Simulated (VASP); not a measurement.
# BeTe (F-43m) in VASP: further runs, part 2 of 2

VASP 6.6.1. Earlier steps stand in the parts before.

**4. Single point, HSE06 (strain -4.0%)**

Contents of POSCAR:

```
BeTe
1.0
    0.0000000000      2.7154786804      2.7154786804
    2.7154786804      0.0000000000      2.7154786804
    2.7154786804      2.7154786804      0.0000000000
Be Te
1 1
Direct
    0.0000000000      0.0000000000      0.0000000000
    0.2500000000      0.2500000000      0.2500000000
```

Contents of INCAR.step1:

```
SYSTEM = BeTe
PREC = Accurate ; ENCUT = 520
EDIFF = 1E-5 ; ISMEAR = 0
SIGMA = 0.01 ; LREAL = .FALSE.
LASPH = .TRUE. ; NELM = 80
ALGO = Normal ; ISIF = 2
LWAVE = .TRUE. ; LCHARG = .FALSE.
GGA = PE ; NBANDS = 11
```

Contents of INCAR.step2:

```
SYSTEM = BeTe
PREC = Accurate ; ENCUT = 520
EDIFF = 1E-6 ; ISMEAR = 0
SIGMA = 0.01 ; LREAL = .FALSE.
LASPH = .TRUE. ; NELM = 80
ALGO = Normal ; ISIF = 2
LWAVE = .FALSE. ; LCHARG = .FALSE.
GGA = PE ; LHFCALC = .TRUE.
HFSCREEN = 0.2079 ; PRECFOCK = Normal
ISTART = 1 ; NBANDS = 11
```

Contents of KPOINTS:

```
Automatic mesh
0
G
  6 6 6
  0 0 0
```

Potentials or basis: VASP PAW PBE potentials, release 64 (Be, Te).

Launch:

```sh
$ cat potpaw_PBE.64/Be/POTCAR potpaw_PBE.64/Te/POTCAR > POTCAR
$ cp INCAR.step1 INCAR
$ mpirun -np 1 vasp_std > vasp.out
$ cp INCAR.step2 INCAR
$ mpirun -np 1 vasp_std > vasp.out
```

OUTCAR:

```text
SYSTEM = BeTe
   PREC = Accurate
   ENCUT = 520
   EDIFF = 1E-6
   ISMEAR = 0
   LREAL = .FALSE.
   LASPH = .TRUE.
   NELM = 80
   ISIF = 2
   GGA = PE
   LHFCALC = .TRUE.
   HFSCREEN = 0.2079
   PRECFOCK = Normal
   ISTART = 1

 ion  position               nearest neighbor table
   1  0.000  0.000  0.000-   2 2.35   2 2.35   2 2.35   2 2.35
   2  0.250  0.250  0.250-   1 2.35   1 2.35   1 2.35   1 2.35

  LATTYP: Found a face centered cubic cell.
 ALAT       =     5.4309573608

  Lattice vectors:

 A1 = (   0.0000000000,   2.7154786804,   2.7154786804)
 A2 = (   2.7154786804,   0.0000000000,   2.7154786804)
 A3 = (   2.7154786804,   2.7154786804,   0.0000000000)

Analysis of symmetry for initial positions (statically):
=====================================================================
 Subroutine PRICEL returns:
 Original cell was already a primitive cell.

 Routine SETGRP: Setting up the symmetry group for a
 face centered cubic supercell.

 Subroutine GETGRP returns: Found 24 space group operations
 (whereof 24 operations were pure point group operations)
 out of a pool of 48 trial point group operations.

The static configuration has the point symmetry T_d .

Analysis of symmetry for dynamics (positions and initial velocities):
=====================================================================
 Subroutine PRICEL returns:
 Original cell was already a primitive cell.

 Routine SETGRP: Setting up the symmetry group for a
 face centered cubic supercell.

 Subroutine GETGRP returns: Found 24 space group operations
 (whereof 24 operations were pure point group operations)
 out of a pool of 48 trial point group operations.

The dynamic configuration has the point symmetry T_d .

 Subroutine INISYM returns: Found 24 space group operations
 (whereof 24 operations are pure point group operations),
 and found     1 'primitive' translations

----------------------------------------------------------------------------------------

                                     Primitive cell

[... 117 lines left out ...]
   IVDW    =     0    specifies the selected vdW correction
   LEPSILON=     F    determine dielectric tensor
   LRPA    =     F    only Hartree local field effects (RPA)
 non-spin polarized calculation
 Gauss-broadening in eV      SIGMA  =   0.01
  energy-cutoff  :      520.00
  volume of cell :       40.05
 maximum number of plane-waves:      1090
 NGX is ok and might be reduce to    30
  NGX = 24; NGY = 24; NGZ = 24

 number of electron       8.0000000 magnetization

 Free energy of the ion-electron system (eV)
  ---------------------------------------------------
  ext. energy  EPLUGINS =         0.00000000
  ---------------------------------------------------
  free energy    TOTEN  =        -8.64911505 eV

  energy without entropy =       -8.64911505  energy(sigma->0) =       -8.64911505

 E-fermi :   6.0050     XC(G=0):  -7.9141

 val. band max:        5.9222233562   @ k =   0.0000   0.0000   0.0000
 cond. band min:       8.2495190269   @ k =   0.5000   0.5000   0.0000
 fundamental gap:      2.3272956707
 Fermi energy:         6.0049509243

 k-point     1 :       0.0000    0.0000    0.0000
  band No.  band energies     occupation
      1      -8.3687      2.00000
      2       5.9222      2.00000
      3       5.9222      2.00000
      4       5.9222      2.00000
      5      10.2717      0.00000
      6      10.2717      0.00000
      7      10.2717      0.00000
      8      11.3553      0.00000
      9      15.4730      0.00000
     10      17.4510      0.00000
     11      17.4510      0.00000
[... 197 lines left out ...]
 k-point    16 :      -0.3333    0.5000    0.1667
  band No.  band energies     occupation
      1      -5.8044      2.00000
      2       0.0155      2.00000
      3       1.6436      2.00000
      4       2.0081      2.00000
      5      10.3281      0.00000
      6      10.9720      0.00000
      7      14.7119      0.00000
      8      15.0710      0.00000
      9      18.7359      0.00000
     10      19.9019      0.00000
     11      20.5945      0.00000

------------------------ aborting loop because EDIFF is reached ----------------------------------------

  FORCE on cell =-STRESS in cart. coord.  units (eV):
  Direction    XX          YY          ZZ          XY          YZ          ZX
  --------------------------------------------------------------------------------------
  -------------------------------------------------------------------------------------
  Total        2.0073606      2.0073606      2.0073606     -0.0000000     -0.0000000     -0.0000000
  in kB       80.3094739     80.3094739     80.3094739     -0.0000000     -0.0000000     -0.0000000
  external PRESSURE =      80.3094739 kB  Pullay stress =       0.0000000 kB

 VOLUME and BASIS-vectors are now :
 -----------------------------------------------------------------------------
  energy-cutoff  :      520.00
  volume of cell :       40.05
      direct lattice vectors                 reciprocal lattice vectors
     0.000000000  2.715478680  2.715478680    -0.184129599  0.184129599  0.184129599
     2.715478680  0.000000000  2.715478680     0.184129599 -0.184129599  0.184129599
     2.715478680  2.715478680  0.000000000     0.184129599  0.184129599 -0.184129599

 POSITION                                       TOTAL-FORCE (eV/Angst)
 -----------------------------------------------------------------------------------
      0.00000      0.00000      0.00000         0.000000      0.000000     -0.000000
      1.35774      1.35774      1.35774        -0.000000     -0.000000      0.000000
 -----------------------------------------------------------------------------------
    total drift:                               -0.000001     -0.000000     -0.000000

  FREE ENERGIE OF THE ION-ELECTRON SYSTEM (eV)
  ---------------------------------------------------
  free  energy   TOTEN  =        -8.6491150533 eV

  energy  without entropy=       -8.6491150533  energy(sigma->0) =       -8.64911505
```

OUTCAR.step1:

```text
SYSTEM = BeTe
   PREC = Accurate
   ENCUT = 520
   EDIFF = 1E-5
   ISMEAR = 0
   LREAL = .FALSE.
   LASPH = .TRUE.
[... 435 lines left out ...]
      0.00000      0.00000      0.00000        -0.000000     -0.000000     -0.000000
      1.35774      1.35774      1.35774         0.000000      0.000000      0.000000
 -----------------------------------------------------------------------------------
    total drift:                                0.000000      0.000000      0.000000

  FREE ENERGIE OF THE ION-ELECTRON SYSTEM (eV)
  ---------------------------------------------------
  free  energy   TOTEN  =        -7.4731609759 eV

  energy  without entropy=       -7.4731609759  energy(sigma->0) =       -7.47316098
```

It took 5.2 min on 1 thread of Intel Xeon 6975P-C (Granite Rapids), shared host; peak memory 0.28 GiB.

Results:

| Quantity | Value |
| --- | --- |
| Free energy | -8.6491 eV |
| Pressure | 8.0 GPa |
| Band gap on the k mesh | 2.33 eV, indirect (least direct gap 4.35 eV) |

Caveat: the cell differs from its parent crystal (strain -4.0%); the PAW data sets were made with another functional, which shifts forces and pressure a little; spin-orbit coupling is left out, which moves the levels of the heavy elements.

**5. Single point, HSE06 (strain -3.0%)**

Contents of POSCAR:

```
BeTe
1.0
    0.0000000000      2.7437649167      2.7437649167
    2.7437649167      0.0000000000      2.7437649167
    2.7437649167      2.7437649167      0.0000000000
Be Te
1 1
Direct
    0.0000000000      0.0000000000      0.0000000000
    0.2500000000      0.2500000000      0.2500000000
```

Contents of INCAR.step1:

```
  PREC = Accurate
  ENCUT = 520
  EDIFF = 1E-5
  ISMEAR = 0
  SIGMA = 0.01
  LREAL = False
  LASPH = True
  NELM = 80
  ALGO = Normal
  ISIF = 2
  LWAVE = True
  LCHARG = False
  NBANDS = 11
  GGA = PE
```

Contents of INCAR.step2:

```
  PREC = Accurate
  ENCUT = 520
  EDIFF = 1E-6
  ISMEAR = 0
  SIGMA = 0.01
  LREAL = False
  LASPH = True
  NELM = 80
  ALGO = Normal
  ISIF = 2
  LWAVE = False
  LCHARG = False
  GGA = PE
  LHFCALC = True
  HFSCREEN = 0.2079
  PRECFOCK = Normal
  NBANDS = 11
  ISTART = 1
```

Contents of KPOINTS:

```
Automatic mesh
0
Gamma
  6 6 6
```

Launch:

```sh
$ cat potpaw_PBE.64/Be/POTCAR potpaw_PBE.64/Te/POTCAR > POTCAR
$ cp INCAR.step1 INCAR
$ mpirun -np 1 vasp_std > vasp.out
$ cp INCAR.step2 INCAR
$ mpirun -np 1 vasp_std > vasp.out
```

Run time: 4.8 min. Hardware: 1 thread of Intel Xeon 6975P-C (Granite Rapids), shared host; peak memory 0.29 GiB.

Results (log left out):

- Free energy: -8.7018 eV
- Pressure: 5.4 GPa
- Band gap on the k mesh: 2.42 eV, indirect (least direct gap 4.39 eV)

Levels at points of the mesh, in eV from the valence-band top:
```tsv
k point	band 1	band 2	band 3	band 4	band 5	band 6	band 7	band 8
(0.00, 0.00, 0.00)	-14.04	0.00	0.00	0.00	4.39	4.39	4.39	5.19
(0.50, 0.00, 0.00)	-12.30	-6.68	-1.37	-1.37	4.05	5.42	5.42	8.80
(0.50, 0.50, 0.00)	-11.65	-6.14	-3.21	-3.21	2.42	3.25	11.60	11.60
```

Caveat: the cell differs from its parent crystal (strain -3.0%); the PAW data sets were made with another functional, which shifts forces and pressure a little; spin-orbit coupling is left out, which moves the levels of the heavy elements. A k mesh can miss the band edges.

**6. The runs side by side**

```tsv
level	spin	cell	k mesh	grid for exact exchange (PRECFOCK)	screening parameter	gap on the mesh (eV)	pressure (GPa)	moment (μB)
r2SCAN	non-collinear, zero start, SOC	a = 4.080 Å, angles 60.0°, 2 atoms	8 × 8 × 8	-	-	-	-3.0	0.00
r2SCAN	non-collinear, zero start, SOC	a = 4.120 Å, angles 60.0°, 2 atoms	8 × 8 × 8	-	-	-	-4.3	0.00
HSE06	off	a = 3.840 Å, angles 60.0°, 2 atoms	6 × 6 × 6	Normal	0.2079 1/Å	2.33	8.0	-
HSE06	off	a = 3.880 Å, angles 60.0°, 2 atoms	6 × 6 × 6	Normal	0.2079 1/Å	2.42	5.4	-
```

Alike in all rows: task single point; potentials or basis VASP PAW PBE potentials, release 64 (Be, Te); cutoff (eV) 520; smearing gaussian 0.01 eV.

Caveats: the PAW data sets were made with another functional, which shifts forces and pressure a little; spin-orbit coupling is left out, which moves the levels of the heavy elements (some runs).

Absolute energies hang on the potentials; compare differences alone.
